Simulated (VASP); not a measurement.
# Cu in VASP: single point with PBE

Aim: the single point of Cu with PBE.

Program: VASP 6.6.1. These are calculated values, not measurements. Logs are shortened: lines on timing, memory, paths and dates and some standing lists are left out, and cuts for length are marked.

## 1. The cell of the first run

The cell holds a slab with vacuum, 27 atoms: a = 7.700 Å, b = 7.700 Å, c = 17.445 Å, α = 90.00°, β = 90.00°, γ = 90.00°.

## 2. Single point, PBE

File INCAR:

```
PREC     = Accurate       # precision mode
ENCUT    = 520            # plane-wave cutoff, eV
EDIFF    = 1E-7           # SCF threshold, eV
ISMEAR   = 0              # smearing method
SIGMA    = 0.1            # smearing width, eV
LREAL    = Auto         
LASPH    = T              # aspherical terms in the spheres
NELM     = 80             # most SCF steps
ALGO     = Normal         # electronic algorithm
ISIF     = 2              # what is computed and relaxed
LWAVE    = F              # write WAVECAR
LCHARG   = T              # write CHGCAR
LDIPOL   = T            
IDIPOL   = 3            
DIPOL    = 0.5 0.5 0.187
GGA      = PE             # functional
LELF     = T              # ELF
LVHAR    = T            
LVACPOTAV= T            
NBANDS   = 168            # bands
```

File KPOINTS:

```
Automatic mesh
0
Gamma
  5 5 1
```

File POSCAR:

```
Cu
1.0
    7.6998589062      0.0000000000      0.0000000000
    0.0000000000      7.6998589062      0.0000000000
    0.0000000000      0.0000000000     17.4446224467
Cu
27
Direct
    0.0000000000      0.0000000000      0.0859863837
    0.1666666667      0.1666666667      0.1873444668
    1.0000000000      0.3333333333      0.0859863837
    0.1666666667      0.5000000000      0.1873444668
    1.0000000000      0.6666666667      0.0859863837
    0.1666666667      0.8333333333      0.1873444668
    0.3333333333      1.0000000000      0.0859863837
    0.5000000000      0.1666666667      0.1873444668
    0.3333333333      0.3333333333      0.0859863837
    0.5000000000      0.5000000000      0.1873444668
    0.3333333333      0.6666666667      0.0859863837
    0.5000000000      0.8333333333      0.1873444668
    0.6666666667      1.0000000000      0.0859863837
    0.8333333333      0.1666666667      0.1873444668
    0.6666666667      0.3333333333      0.0859863837
    0.8333333333      0.5000000000      0.1873444668
    0.6666666667      0.6666666667      0.0859863837
    0.8333333333      0.8333333333      0.1873444668
    0.0000000000      0.0000000000      0.2886984594
    1.0000000000      0.3333333333      0.2886984594
    1.0000000000      0.6666666667      0.2886984594
    0.3333333333      1.0000000000      0.2886984594
    0.3333333333      0.3333333333      0.2886984594
    0.3333333333      0.6666666667      0.2886984594
    0.6666666667      1.0000000000      0.2886984594
    0.6666666667      0.3333333333      0.2886984594
    0.6666666667      0.6666666667      0.2886984594
```

Potentials or basis: VASP PAW PBE potentials, release 64 (Cu).

Command:

```console
cat potpaw_PBE.64/Cu/POTCAR > POTCAR
mpirun -np 1 vasp_std > vasp.out
```

OUTCAR:

```text
PREC = Accurate
   ENCUT = 520
   EDIFF = 1E-7
   ISMEAR = 0
   LREAL = Auto
   LASPH = T
   NELM = 80
   ISIF = 2
   GGA = PE

 ion  position               nearest neighbor table
   1  0.000  0.000  0.086-   2 2.53   6 2.53  14 2.53  18 2.53   7 2.57  13 2.57   5 2.57   3 2.57

   2  0.167  0.167  0.187-  23 2.53  22 2.53  20 2.53  19 2.53   9 2.53   7 2.53   3 2.53   1 2.53
                             8 2.57   4 2.57   6 2.57  14 2.57
   3  0.000  0.333  0.086-   2 2.53  14 2.53   4 2.53  16 2.53   1 2.57  15 2.57   9 2.57   5 2.57

   4  0.167  0.500  0.187-  23 2.53  24 2.53  20 2.53  21 2.53   9 2.53  11 2.53   3 2.53   5 2.53
                            10 2.57   6 2.57   2 2.57  16 2.57
   5  0.000  0.667  0.086-   6 2.53  18 2.53  16 2.53   4 2.53   1 2.57  17 2.57  11 2.57   3 2.57

   6  0.167  0.833  0.187-  24 2.53  22 2.53  21 2.53  19 2.53  11 2.53   7 2.53   5 2.53   1 2.53
                             4 2.57  12 2.57   2 2.57  18 2.57
   7  0.333  0.000  0.086-   2 2.53   6 2.53   8 2.53  12 2.53   9 2.57  11 2.57   1 2.57  13 2.57
[... 35 lines left out ...]
  25  0.667  0.000  0.289-  14 2.53  18 2.53   8 2.53  12 2.53  19 2.57  26 2.57  27 2.57  22 2.57

  26  0.667  0.333  0.289-  14 2.53   8 2.53  16 2.53  10 2.53  20 2.57  25 2.57  23 2.57  27 2.57

  27  0.667  0.667  0.289-  18 2.53  16 2.53  12 2.53  10 2.53  21 2.57  25 2.57  24 2.57  26 2.57

  LATTYP: Found a simple tetragonal cell.
 ALAT       =     7.6998589062
 C/A-ratio  =     2.2655768968

  Lattice vectors:

 A1 = (   7.6998589062,   0.0000000000,   0.0000000000)
 A2 = (   0.0000000000,   7.6998589062,   0.0000000000)
 A3 = (   0.0000000000,   0.0000000000,  17.4446224467)

Analysis of symmetry for initial positions (statically):
=====================================================================
 Subroutine PRICEL returns following result:

  LATTYP: Found a simple tetragonal cell.
 ALAT       =     2.5666196351
 C/A-ratio  =     6.7967306912

  Lattice vectors:

 A1 = (   2.5666196351,   0.0000000000,   0.0000000000)
 A2 = (   0.0000000000,   2.5666196351,   0.0000000000)
 A3 = (   0.0000000000,   0.0000000000,  17.4446224467)

   9 primitive cells build up your supercell.

 Routine SETGRP: Setting up the symmetry group for a
 simple tetragonal supercell.

 Subroutine GETGRP returns: Found 16 space group operations
 (whereof  8 operations were pure point group operations)
 out of a pool of 16 trial point group operations.

The static configuration has the point symmetry C_4v.
 The point group associated with its full space group is D_4h.

Analysis of symmetry for dynamics (positions and initial velocities):
=====================================================================
 Subroutine PRICEL returns following result:

  LATTYP: Found a simple tetragonal cell.
 ALAT       =     2.5666196351
 C/A-ratio  =     6.7967306912

  Lattice vectors:

 A1 = (   2.5666196351,   0.0000000000,   0.0000000000)
 A2 = (   0.0000000000,   2.5666196351,   0.0000000000)
 A3 = (   0.0000000000,   0.0000000000,  17.4446224467)

   9 primitive cells build up your supercell.

 Routine SETGRP: Setting up the symmetry group for a
 simple tetragonal supercell.

 Subroutine GETGRP returns: Found 16 space group operations
 (whereof  8 operations were pure point group operations)
 out of a pool of 16 trial point group operations.

The dynamic configuration has the point symmetry C_4v.
 The point group associated with its full space group is D_4h.

 Subroutine INISYM returns: Found 16 space group operations
 (whereof  8 operations are pure point group operations),
 and found     9 'primitive' translations

----------------------------------------------------------------------------------------

                                     Primitive cell

  volume of cell :     114.9171

  direct lattice vectors                    reciprocal lattice vectors
     2.566619635  0.000000000  0.000000000     0.389617529  0.000000000  0.000000000
     0.000000000  2.566619635  0.000000000     0.000000000  0.389617529  0.000000000
     0.000000000  0.000000000 17.444622447     0.000000000  0.000000000  0.057324256

  length of vectors
     2.566619635  2.566619635 17.444622447     0.389617529  0.389617529  0.057324256

  position of ions in fractional coordinates (direct lattice)
     0.000000000  0.000000000  0.085986384
     0.500000000  0.500000000  0.187344467
     0.000000000  0.000000000  0.288698459

  ion indices of the primitive-cell ions
   primitive index   ion index
                 1           1
                 2           2
                 3          19

----------------------------------------------------------------------------------------

 KPOINTS: Automatic mesh

Automatic generation of k-mesh.
 Grid dimensions read from file:
 generate k-points for:    5    5    1

 Generating k-lattice:

  Cartesian coordinates                     Fractional coordinates (reciprocal lattice)
     0.025974502  0.000000000  0.000000000     0.200000000  0.000000000  0.000000000
     0.000000000  0.025974502  0.000000000     0.000000000  0.200000000  0.000000000
     0.000000000  0.000000000  0.057324256     0.000000000  0.000000000  1.000000000

  Length of vectors
     0.025974502  0.025974502  0.057324256

  Shift w.r.t. Gamma in fractional coordinates (k-lattice)
     0.000000000  0.000000000  0.000000000

 Subroutine IBZKPT returns following result:
 ===========================================

 Found      6 irreducible k-points:

 Following reciprocal coordinates:
            Coordinates               Weight
  0.000000  0.000000  0.000000      1.000000
  0.200000  0.000000  0.000000      4.000000
  0.400000  0.000000  0.000000      4.000000
  0.200000  0.200000  0.000000      4.000000
  0.400000  0.200000  0.000000      8.000000
  0.400000  0.400000  0.000000      4.000000
   k-points           NKPTS =      6   k-points in BZ     NKDIM =      6   number of bands    NBANDS=    168
   number of dos      NEDOS =    301   number of ions     NIONS =     27
   total plane-waves  NPLWV = 504000
   dimension x,y,z NGX =    60 NGY =   60 NGZ =  140
   dimension x,y,z NGXF=   120 NGYF=  120 NGZF=  280
   ions per type =              27
   NGX,Y,Z   is equivalent  to a cutoff of  12.95, 12.95, 13.34 a.u.
   NGXF,Y,Z  is equivalent  to a cutoff of  25.91, 25.91, 26.68 a.u.
 SYSTEM =  unknown system
   PREC   = accura    normal or accurate (medium, high low for compatibility)
   ISTART =      0    job   : 0-new  1-cont  2-samecut
   ICHARG =      2    charge: 1-file 2-atom 10-const
   ISPIN  =      1    spin polarized calculation?
   LNONCOLLINEAR =      F non collinear calculations
   LSORBIT =      F    spin-orbit coupling
   LASPH  =      T    aspherical Exc in radial PAW
   ENCUT  =  520.0 eV  38.22 Ry    6.18 a.u.  14.32 14.32 32.44*2*pi/ulx,y,z
   NELM   =     80;   NELMIN=  2; NELMDL= -5     # of ELM steps
   EDIFF  = 0.1E-06   stopping-criterion for ELM
   LREAL  =      T    real-space projection
   EDIFFG = 0.1E-05   stopping-criterion for IOM
   NSW    =      0    number of steps for IOM
   IBRION =     -1    ionic relax: 0-MD 1-quasi-New 2-CG
   NFREE  =      0    steps in history (QN), initial steepest desc. (CG)
   ISIF   =      2    stress and relaxation
   ISYM   =      2    0-nonsym 1-usesym 2-fastsym
   POTIM  = 0.5000    time-step for ionic-motion
   TEBEG  =    0.0;   TEEND  =   0.0 temperature during run
   PSTRESS=    0.0 pullay stress
   NELECT =     297.0000    total number of electrons
   NUPDOWN=      -1.0000    fix difference up-down
   EMIN   =  10.00;   EMAX   =-10.00  energy-range for DOS
   EFERMI =   0.00;   METHOD = LEGACY
   ISMEAR =     0;   SIGMA  =   0.10  broadening in eV -4-tet -1-fermi 0-gaus
   EFERMI_NEDOS =   21; number of points for ismear=-14 and -15
   IALGO  =     38    algorithm
   IMIX   =      4    mixing-type and parameters
     AMIX     =   0.40;   BMIX     =  1.00
     AMIX_MAG =   1.60;   BMIX_MAG =  1.00
  volume/ion in A,a.u.               =      38.31       258.50
  Fermi-wavevector in a.u.,A,eV,Ry     =   1.080068  2.041033 15.871847  1.166548
  Thomas-Fermi vector in A             =   2.216050
   LORBIT       =      0    0 simple, 1 ext, 2 COOP (PROOUT), +10 PAW based schemes
   GGA     = PE    functional components
   LHFCALC =     F    Hartree Fock is set to
   AEXX    =    0.0000 exact exchange contribution
   IVDW    =     0    specifies the selected vdW correction
   LEPSILON=     F    determine dielectric tensor
   LRPA    =     F    only Hartree local field effects (RPA)
 non-spin polarized calculation
 Gauss-broadening in eV      SIGMA  =   0.10
  energy-cutoff  :      520.00
  volume of cell :     1034.25
 maximum number of plane-waves:     27889
 NGX is ok and might be reduce to    60
   NGX = 29   NGY = 29   NGZ = 65

 dipolmoment           0.000000      0.000000      0.000591 electrons x Angstroem

 number of electron     296.9999545 magnetization

 dipolmoment           0.000000      0.000000     -0.001281 electrons x Angstroem

 Free energy of the ion-electron system (eV)
  ---------------------------------------------------
  ext. energy  EPLUGINS =         0.00000000
  ---------------------------------------------------
  free energy    TOTEN  =       -89.96436591 eV

  energy without entropy =      -89.92452705  energy(sigma->0) =      -89.94444648

 E-fermi :  -0.8135     XC(G=0):  -5.0156

 val. band max:       -0.8536243936   @ k =   0.4000   0.2000   0.0000
 cond. band min:      -0.7548399571   @ k =   0.4000   0.4000   0.0000
 fundamental gap:      0.0987844365
 Fermi energy:        -0.8135020895

 k-point     1 :       0.0000    0.0000    0.0000
  band No.  band energies     occupation
      1      -9.1294      2.00000
      2      -6.8237      2.00000
      3      -6.8237      2.00000
      4      -6.8237      2.00000
      5      -6.8237      2.00000
      6      -6.5753      2.00000
[... 967 lines left out ...]
    159       0.7797      0.00000
    160       1.6946      0.00000
 [bands above 160 left out]

------------------------ aborting loop because EDIFF is reached ----------------------------------------

  FORCE on cell =-STRESS in cart. coord.  units (eV):
  Direction    XX          YY          ZZ          XY          YZ          ZX
  --------------------------------------------------------------------------------------
  -------------------------------------------------------------------------------------
  Total      -10.0746294    -10.0746294      0.7044176      0.0000000      0.0000000      0.0000000
  in kB      -15.6067528    -15.6067528      1.0912234      0.0000000      0.0000000      0.0000000
  external PRESSURE =     -10.0407607 kB  Pullay stress =       0.0000000 kB

 VOLUME and BASIS-vectors are now :
 -----------------------------------------------------------------------------
  energy-cutoff  :      520.00
  volume of cell :     1034.25
      direct lattice vectors                 reciprocal lattice vectors
     7.699858906  0.000000000  0.000000000     0.129872510  0.000000000  0.000000000
     0.000000000  7.699858906  0.000000000     0.000000000  0.129872510  0.000000000
     0.000000000  0.000000000 17.444622447     0.000000000  0.000000000  0.057324256

 POSITION                                       TOTAL-FORCE (eV/Angst)
 -----------------------------------------------------------------------------------
      0.00000      0.00000      1.50000        -0.000000      0.000000     -0.029415
      1.28331      1.28331      3.26815         0.000000      0.000000      0.000000
      0.00000      2.56662      1.50000        -0.000000      0.000000     -0.029415
      1.28331      3.84993      3.26815         0.000000      0.000000      0.000000
      0.00000      5.13324      1.50000        -0.000000     -0.000000     -0.029415
      1.28331      6.41655      3.26815        -0.000000     -0.000000      0.000000
[... 19 lines left out ...]
      5.13324      2.56662      5.03624        -0.000000      0.000000      0.029415
      5.13324      5.13324      5.03624        -0.000000     -0.000000      0.029415
 -----------------------------------------------------------------------------------
    total drift:                                0.000000      0.000000     -0.255894

  FREE ENERGIE OF THE ION-ELECTRON SYSTEM (eV)
  ---------------------------------------------------
  free  energy   TOTEN  =       -89.9643659051 eV

  energy  without entropy=      -89.9245270546  energy(sigma->0) =      -89.94444648

 vacuum level on the upper side and lower side of the slab         3.804         3.808
```

Run time: 76 min. Hardware: 1 thread of Intel Xeon 8259CL, shared host; peak memory 1.3 GiB.

What came out:

| Property | Result |
| --- | --- |
| Free energy | -89.9644 eV |
| Largest force | 0.029 eV/Å |
| Band gap on the k mesh | zero (an odd number of electrons rules out a gap without spin polarisation) |

Forces on the atoms (eV/Å):
```
Cu   0.000  0.000 -0.029
Cu   0.000  0.000  0.000
Cu   0.000  0.000 -0.029
Cu   0.000  0.000  0.000
Cu   0.000  0.000 -0.029
Cu   0.000  0.000  0.000
Cu   0.000  0.000 -0.029
Cu   0.000  0.000  0.000
Cu   0.000  0.000 -0.029
Cu   0.000  0.000  0.000
Cu   0.000  0.000 -0.029
Cu   0.000  0.000  0.000
Cu   0.000  0.000 -0.029
Cu   0.000  0.000  0.000
Cu   0.000  0.000 -0.029
Cu   0.000  0.000  0.000
Cu   0.000  0.000 -0.029
Cu   0.000  0.000  0.000
Cu   0.000  0.000  0.029
Cu   0.000  0.000  0.029
Cu   0.000  0.000  0.029
Cu   0.000  0.000  0.029
Cu   0.000  0.000  0.029
Cu   0.000  0.000  0.029
Cu   0.000  0.000  0.029
Cu   0.000  0.000  0.029
Cu   0.000  0.000  0.029
```
